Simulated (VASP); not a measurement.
# GaAs (F-43m) in VASP: a series of runs

GaAs is run at these levels: r2SCAN, HSE06; tasks: single point.

Program: VASP 6.6.1. These are calculated values, not measurements. Logs are shortened: lines on timing, memory, paths and dates and some standing lists are left out, and cuts for length are marked.

## Step 1: The cell of the first run

Symmetry: F-43m, No. 216, cubic system. Conventional cell: a = 5.553 Å, b = 5.553 Å, c = 5.553 Å, α = 90.00°, β = 90.00°, γ = 90.00°. Ga (site symmetry -43m) has 4 As at 2.40 Å within 3.2 Å. As (site symmetry -43m) has 4 Ga at 2.40 Å within 3.2 Å.

## Step 2: Single point, r2SCAN (strain -2.0%)

POSCAR reads:

```
GaAs
1.0
    0.0000000000      2.7764233935      2.7764233935
    2.7764233935      0.0000000000      2.7764233935
    2.7764233935      2.7764233935      0.0000000000
Ga As
1 1
Direct
    0.0000000000      0.0000000000      0.0000000000
    0.2500000000      0.2500000000      0.2500000000
```

INCAR.step1 reads:

```
SYSTEM = GaAs
ALGO = Normal
EDIFF = 1E-4
ENCUT = 520
GGA = PE
ISMEAR = 0
LASPH = .TRUE.
LCHARG = .FALSE.
LREAL = .FALSE.
LWAVE = .TRUE.
NBANDS = 16
NELM = 80
PREC = Accurate
SIGMA = 0.01
```

INCAR.step2 reads:

```
SYSTEM = GaAs
ALGO = Normal
EDIFF = 1E-6
ENCUT = 520
ISIF = 2
ISMEAR = 0
ISTART = 1
LASPH = .TRUE.
LCHARG = .FALSE.
LMIXTAU = .TRUE.
LREAL = .FALSE.
LWAVE = .FALSE.
METAGGA = R2SCAN
NBANDS = 16
NELM = 80
PREC = Accurate
SIGMA = 0.01
```

KPOINTS reads:

```
k-points
0
G
  8 8 8
  0 0 0
```

Potentials or basis: VASP PAW PBE potentials, release 64 (Ga_d, As).

Command:

```sh
$ cat potpaw_PBE.64/Ga_d/POTCAR potpaw_PBE.64/As/POTCAR > POTCAR
$ cp INCAR.step1 INCAR
$ mpirun -np 1 vasp_std > vasp.out
$ cp INCAR.step2 INCAR
$ mpirun -np 1 vasp_std > vasp.out
```

OUTCAR:

```text
SYSTEM = GaAs
   EDIFF = 1E-6
   ENCUT = 520
   ISIF = 2
   ISMEAR = 0
   ISTART = 1
   LASPH = .TRUE.
   LREAL = .FALSE.
   METAGGA = R2SCAN
   NELM = 80
   PREC = Accurate

 ion  position               nearest neighbor table
   1  0.000  0.000  0.000-   2 2.40   2 2.40   2 2.40   2 2.40
   2  0.250  0.250  0.250-   1 2.40   1 2.40   1 2.40   1 2.40

  LATTYP: Found a face centered cubic cell.
 ALAT       =     5.5528467870

  Lattice vectors:

 A1 = (   0.0000000000,   2.7764233935,   2.7764233935)
 A2 = (   2.7764233935,   0.0000000000,   2.7764233935)
 A3 = (   2.7764233935,   2.7764233935,   0.0000000000)

Analysis of symmetry for initial positions (statically):
=====================================================================
 Subroutine PRICEL returns:
 Original cell was already a primitive cell.

 Routine SETGRP: Setting up the symmetry group for a
 face centered cubic supercell.

 Subroutine GETGRP returns: Found 24 space group operations
 (whereof 24 operations were pure point group operations)
 out of a pool of 48 trial point group operations.

The static configuration has the point symmetry T_d .

Analysis of symmetry for dynamics (positions and initial velocities):
=====================================================================
 Subroutine PRICEL returns:
 Original cell was already a primitive cell.

 Routine SETGRP: Setting up the symmetry group for a
 face centered cubic supercell.

 Subroutine GETGRP returns: Found 24 space group operations
 (whereof 24 operations were pure point group operations)
 out of a pool of 48 trial point group operations.

The dynamic configuration has the point symmetry T_d .

 Subroutine INISYM returns: Found 24 space group operations
 (whereof 24 operations are pure point group operations),
 and found     1 'primitive' translations

----------------------------------------------------------------------------------------

                                     Primitive cell

  volume of cell :      42.8043

  direct lattice vectors                    reciprocal lattice vectors
     0.000000000  2.776423394  2.776423394    -0.180087807  0.180087807  0.180087807
     2.776423394  0.000000000  2.776423394     0.180087807 -0.180087807  0.180087807
     2.776423394  2.776423394  0.000000000     0.180087807  0.180087807 -0.180087807

  length of vectors
     3.926455618  3.926455618  3.926455618     0.311921231  0.311921231  0.311921231

  position of ions in fractional coordinates (direct lattice)
     0.000000000  0.000000000  0.000000000
     0.250000000  0.250000000  0.250000000

  ion indices of the primitive-cell ions
   primitive index   ion index
                 1           1
[... 71 lines left out ...]
   ENCUT  =  520.0 eV  38.22 Ry    6.18 a.u.   7.30  7.30  7.30*2*pi/ulx,y,z
   NELM   =     80;   NELMIN=  2; NELMDL=  0     # of ELM steps
   EDIFF  = 0.1E-05   stopping-criterion for ELM
   LREAL  =      F    real-space projection
   EDIFFG = 0.1E-04   stopping-criterion for IOM
   NSW    =      0    number of steps for IOM
   IBRION =     -1    ionic relax: 0-MD 1-quasi-New 2-CG
   NFREE  =      0    steps in history (QN), initial steepest desc. (CG)
   ISIF   =      2    stress and relaxation
   ISYM   =      2    0-nonsym 1-usesym 2-fastsym
   POTIM  = 0.5000    time-step for ionic-motion
   TEBEG  =    0.0;   TEEND  =   0.0 temperature during run
   PSTRESS=    0.0 pullay stress
   NELECT =      18.0000    total number of electrons
   NUPDOWN=      -1.0000    fix difference up-down
   EMIN   =  10.00;   EMAX   =-10.00  energy-range for DOS
   EFERMI =   0.00;   METHOD = LEGACY
   ISMEAR =     0;   SIGMA  =   0.01  broadening in eV -4-tet -1-fermi 0-gaus
   EFERMI_NEDOS =   21; number of points for ismear=-14 and -15
   IALGO  =     38    algorithm
   IMIX   =      4    mixing-type and parameters
     AMIX     =   0.40;   BMIX     =  1.00
     AMIX_MAG =   1.60;   BMIX_MAG =  1.00
  volume/ion in A,a.u.               =      21.40       144.43
  Fermi-wavevector in a.u.,A,eV,Ry     =   1.226507  2.317762 20.467503  1.504319
  Thomas-Fermi vector in A             =   2.361505
   LORBIT       =      0    0 simple, 1 ext, 2 COOP (PROOUT), +10 PAW based schemes
   METAGGA = R2SCAN    functional components
   LHFCALC =     F    Hartree Fock is set to
   AEXX    =    0.0000 exact exchange contribution
   IVDW    =     0    specifies the selected vdW correction
   LEPSILON=     F    determine dielectric tensor
   LRPA    =     F    only Hartree local field effects (RPA)
 non-spin polarized calculation
 Gauss-broadening in eV      SIGMA  =   0.01
  energy-cutoff  :      520.00
  volume of cell :       42.80
 maximum number of plane-waves:      1174
 NGX is ok and might be reduce to    30
   NGX = 15   NGY = 15   NGZ = 15

 number of electron      18.0000013 magnetization

 Free energy of the ion-electron system (eV)
  ---------------------------------------------------
  ext. energy  EPLUGINS =         0.00000000
  ---------------------------------------------------
  free energy    TOTEN  =       -27.01135992 eV

  energy without entropy =      -27.01135992  energy(sigma->0) =      -27.01135992

 E-fermi :   4.3294     XC(G=0): -10.5176

 val. band max:        4.2061240450   @ k =   0.0000   0.0000   0.0000
 cond. band min:       5.6449880189   @ k =   0.0000   0.0000   0.0000
 fundamental gap:      1.4388639739
 Fermi energy:         4.3294422554

 k-point     1 :       0.0000    0.0000    0.0000
  band No.  band energies     occupation
      1     -11.1340      2.00000
      2     -11.1340      2.00000
      3     -11.1339      2.00000
      4     -11.0286      2.00000
      5     -11.0286      2.00000
      6      -9.4205      2.00000
[... 433 lines left out ...]
      3     -11.0920      2.00000
      4     -11.0345      2.00000
      5     -11.0243      2.00000
      6      -6.9970      2.00000
[... 8 lines left out ...]
     15      16.7015      0.00000
     16      17.4340      0.00000

 [... further k-points ...]
[... 5 lines left out ...]
  --------------------------------------------------------------------------------------
  -------------------------------------------------------------------------------------
  Total        1.3875095      1.3875095      1.3875095     -0.0000000      0.0000000     -0.0000000
  in kB       51.9349191     51.9349191     51.9349191     -0.0000000      0.0000000     -0.0000000
  external PRESSURE =      51.9349191 kB  Pullay stress =       0.0000000 kB

 VOLUME and BASIS-vectors are now :
 -----------------------------------------------------------------------------
  energy-cutoff  :      520.00
  volume of cell :       42.80
      direct lattice vectors                 reciprocal lattice vectors
     0.000000000  2.776423394  2.776423394    -0.180087807  0.180087807  0.180087807
     2.776423394  0.000000000  2.776423394     0.180087807 -0.180087807  0.180087807
     2.776423394  2.776423394  0.000000000     0.180087807  0.180087807 -0.180087807

 POSITION                                       TOTAL-FORCE (eV/Angst)
 -----------------------------------------------------------------------------------
      0.00000      0.00000      0.00000         0.000000      0.000000      0.000000
      1.38821      1.38821      1.38821        -0.000000     -0.000000     -0.000000
 -----------------------------------------------------------------------------------
    total drift:                                0.000003      0.000003      0.000003

  FREE ENERGIE OF THE ION-ELECTRON SYSTEM (eV)
  ---------------------------------------------------
  free  energy   TOTEN  =       -27.0113599228 eV

  energy  without entropy=      -27.0113599228  energy(sigma->0) =      -27.01135992
```

OUTCAR.step1:

```text
SYSTEM = GaAs
   EDIFF = 1E-4
   ENCUT = 520
   GGA = PE
   ISMEAR = 0
   LASPH = .TRUE.
   LREAL = .FALSE.
[... 677 lines left out ...]
      0.00000      0.00000      0.00000         0.000000      0.000000      0.000000
      1.38821      1.38821      1.38821        -0.000000     -0.000000     -0.000000
 -----------------------------------------------------------------------------------
    total drift:                                0.000002      0.000002      0.000002

  FREE ENERGIE OF THE ION-ELECTRON SYSTEM (eV)
  ---------------------------------------------------
  free  energy   TOTEN  =        -8.1627830847 eV

  energy  without entropy=       -8.1627830847  energy(sigma->0) =       -8.16278308
```

OSZICAR.step1:

```text
N       E                     dE             d eps       ncg     rms          rms(c)
DAV:   1     0.863091325928E+02    0.86309E+02   -0.90339E+03   960   0.160E+03
DAV:   2    -0.171740673944E+01   -0.88027E+02   -0.83559E+02  1048   0.319E+02
DAV:   3    -0.823787648422E+01   -0.65205E+01   -0.65010E+01  1144   0.668E+01
DAV:   4    -0.833380347200E+01   -0.95927E-01   -0.95917E-01  1160   0.891E+00
DAV:   5    -0.833500137287E+01   -0.11979E-02   -0.11979E-02  1168   0.906E-01    0.308E+00
DAV:   6    -0.818497971839E+01    0.15002E+00   -0.21284E-01  1440   0.840E+00    0.187E+00
DAV:   7    -0.816154642453E+01    0.23433E-01   -0.71364E-02  1160   0.201E+00    0.568E-01
DAV:   8    -0.816232867641E+01   -0.78225E-03   -0.10813E-02  1144   0.119E+00    0.131E-01
DAV:   9    -0.816272103112E+01   -0.39235E-03   -0.95304E-04  1112   0.340E-01    0.475E-02
DAV:  10    -0.816278308469E+01   -0.62054E-04   -0.65386E-05   904   0.104E-01
   1 F= -.81627831E+01 E0= -.81627831E+01  d E =-.618664E-61
```

Run time: 2.5 min. Hardware: 1 thread of Intel Xeon Platinum 8175M at 2.50GHz (Skylake/Cascade Lake), shared host; peak memory 0.18 GiB.

What came out:

| Property | Result |
| --- | --- |
| Free energy | -27.0114 eV |
| Pressure | 5.2 GPa |
| Band gap on the k mesh | 1.44 eV |

Levels at points of the mesh, in eV from the valence-band top:
```csv
k point,band 5,band 6,band 7,band 8,band 9,band 10,band 11,band 12,band 13,band 14
"(0.00, 0.00, 0.00)",-15.23,-13.63,0.00,0.00,0.00,1.44,4.05,4.05,4.05,8.45
"(0.50, 0.00, 0.00)",-15.23,-11.59,-7.14,-1.27,-1.27,1.53,5.00,5.00,8.36,11.58
"(0.50, 0.50, 0.00)",-15.22,-10.74,-7.27,-2.98,-2.98,1.65,1.92,11.32,11.32,12.30
```

Caveat: the cell differs from its parent crystal (strain -2.0%); the cell stands under pressure; the PAW data sets were made with another functional, which shifts forces and pressure a little. A k mesh can miss the band edges.

## Step 3: Single point, r2SCAN (strain -1.0%)

POSCAR reads:

```
GaAs
1.0
    0.0000000000      2.8047542445      2.8047542445
    2.8047542445      0.0000000000      2.8047542445
    2.8047542445      2.8047542445      0.0000000000
Ga As
1 1
Direct
    0.0000000000      0.0000000000      0.0000000000
    0.2500000000      0.2500000000      0.2500000000
```

INCAR.step1 reads:

```
PREC     = Accurate       # precision mode
ENCUT    = 520            # plane-wave cutoff, eV
ISMEAR   = 0              # smearing method
SIGMA    = 0.01           # smearing width, eV
LREAL    = False          # projectors in reciprocal space
LASPH    = True           # aspherical terms in the spheres
NELM     = 60             # most SCF steps
NBANDS   = 16             # bands
GGA      = PE             # functional
ALGO     = Normal         # electronic algorithm
EDIFF    = 1E-4           # SCF threshold, eV
LWAVE    = True           # write WAVECAR
LCHARG   = False          # write CHGCAR
```

INCAR.step2 reads:

```
PREC     = Accurate       # precision mode
ENCUT    = 520            # plane-wave cutoff, eV
EDIFF    = 1E-6           # SCF threshold, eV
ISMEAR   = 0              # smearing method
SIGMA    = 0.01           # smearing width, eV
LREAL    = False          # projectors in reciprocal space
LASPH    = True           # aspherical terms in the spheres
NELM     = 60             # most SCF steps
ALGO     = Normal         # electronic algorithm
ISIF     = 2              # what is computed and relaxed
LWAVE    = False          # write WAVECAR
LCHARG   = False          # write CHGCAR
METAGGA  = R2SCAN         # meta-GGA
LMIXTAU  = True         
NBANDS   = 16             # bands
ISTART   = 1
```

KPOINTS reads:

```
regular mesh
0
Gamma
  8 8 8
```

Potentials or basis: VASP PAW PBE potentials, release 64 (Ga_d, As).

Command:

```sh
$ cat potpaw_PBE.64/Ga_d/POTCAR potpaw_PBE.64/As/POTCAR > POTCAR
$ cp INCAR.step1 INCAR
$ mpirun -np 1 vasp_std > vasp.out
$ cp INCAR.step2 INCAR
$ mpirun -np 1 vasp_std > vasp.out
```

It took 2.3 min on 1 thread of Intel Xeon Platinum 8175M at 2.50GHz (Skylake/Cascade Lake), shared host; peak memory 0.18 GiB.

The run converged. Its results:

| Item | Value |
| --- | --- |
| Free energy | -27.0427 eV |
| Pressure | 2.5 GPa |
| Band gap on the k mesh | 1.19 eV |

Levels at points of the mesh, in eV from the valence-band top:
| k point | band 7 | band 8 | band 9 | band 10 | band 11 | band 12 |
| --- | --- | --- | --- | --- | --- | --- |
| (0.00, 0.00, 0.00) | 0.00 | 0.00 | 0.00 | 1.19 | 4.04 | 4.04 |
| (0.50, 0.00, 0.00) | -6.95 | -1.22 | -1.22 | 1.43 | 4.99 | 4.99 |
| (0.50, 0.50, 0.00) | -7.11 | -2.86 | -2.86 | 1.71 | 1.94 | 11.06 |

Caveat: the cell differs from its parent crystal (strain -1.0%); the PAW data sets were made with another functional, which shifts forces and pressure a little. A k mesh can miss the band edges.

## Step 4: Single point, HSE06 (strain -4.0%)

POSCAR reads:

```
GaAs
1.0
    0.0000000000      2.7197616916      2.7197616916
    2.7197616916      0.0000000000      2.7197616916
    2.7197616916      2.7197616916      0.0000000000
Ga As
1 1
Direct
    0.0000000000      0.0000000000      0.0000000000
    0.2500000000      0.2500000000      0.2500000000
```

INCAR.step1 reads:

```
SYSTEM = GaAs
PREC = Accurate ; ENCUT = 520
EDIFF = 1E-5 ; ISMEAR = 0
SIGMA = 0.01 ; LREAL = .FALSE.
LASPH = .TRUE. ; NELM = 60
ALGO = Normal ; ISIF = 2
LWAVE = .TRUE. ; LCHARG = .FALSE.
GGA = PE ; NBANDS = 16
```

INCAR.step2 reads:

```
SYSTEM = GaAs
PREC = Accurate ; ENCUT = 520
EDIFF = 1E-6 ; ISMEAR = 0
SIGMA = 0.01 ; LREAL = .FALSE.
LASPH = .TRUE. ; NELM = 60
ALGO = Normal ; ISIF = 2
LWAVE = .FALSE. ; LCHARG = .FALSE.
GGA = PE ; LHFCALC = .TRUE.
HFSCREEN = 0.2079 ; PRECFOCK = Normal
ISTART = 1 ; NBANDS = 16
```

KPOINTS reads:

```
Automatic mesh
0
G
  6 6 6
  0 0 0
```

Command:

```sh
$ cat potpaw_PBE.64/Ga_d/POTCAR potpaw_PBE.64/As/POTCAR > POTCAR
$ cp INCAR.step1 INCAR
$ mpirun -np 1 vasp_std > vasp.out
$ cp INCAR.step2 INCAR
$ mpirun -np 1 vasp_std > vasp.out
```

It took 48 min on 1 thread of Intel Xeon Platinum 8259CL at 2.50GHz (Skylake/Cascade Lake), shared host; peak memory 0.29 GiB.

Results (log left out):

```yaml
Free_energy: -9.6563 eV
Pressure: 12.5 GPa
Band_gap_on_the_k_mesh: 1.83 eV (least direct gap 2.43 eV)
```

Levels at points of the mesh, in eV from the valence-band top:
| k point | band 6 | band 7 | band 8 | band 9 | band 10 | band 11 | band 12 | band 13 |
| --- | --- | --- | --- | --- | --- | --- | --- | --- |
| (0.00, 0.00, 0.00) | -14.92 | 0.00 | 0.00 | 0.00 | 2.43 | 4.57 | 4.57 | 4.57 |
| (0.50, 0.00, 0.00) | -12.60 | -7.95 | -1.43 | -1.43 | 2.17 | 5.49 | 5.49 | 8.75 |
| (0.50, 0.50, 0.00) | -11.61 | -8.00 | -3.37 | -3.37 | 1.83 | 2.25 | 12.53 | 12.53 |

Caveat: the cell differs from its parent crystal (strain -4.0%); the cell stands under pressure; the PAW data sets were made with another functional, which shifts forces and pressure a little. A k mesh can miss the band edges.

## Step 5: The runs side by side

| level | cell | k mesh | grid for exact exchange (PRECFOCK) | share of exact exchange | screening parameter | gap on the mesh (eV) | pressure (GPa) |
| --- | --- | --- | --- | --- | --- | --- | --- |
| r2SCAN | a = 3.926 Å, angles 60.0°, 2 atoms | 8 × 8 × 8 | - | - | - | 1.44 | 5.2 |
| r2SCAN | a = 3.967 Å, angles 60.0°, 2 atoms | 8 × 8 × 8 | - | - | - | 1.19 | 2.5 |
| HSE06 | a = 3.846 Å, angles 60.0°, 2 atoms | 6 × 6 × 6 | Normal | 0.25 | 0.2079 1/Å | 1.83 | 12.5 |

Alike in all rows: task single point; potentials or basis VASP PAW PBE potentials, release 64 (Ga_d, As); no spin polarisation; cutoff (eV) 520; smearing gaussian 0.01 eV.

Caveats: the PAW data sets were made with another functional, which shifts forces and pressure a little; the cell stands under pressure (at least some runs).

Absolute energies hang on the potentials; compare differences alone.
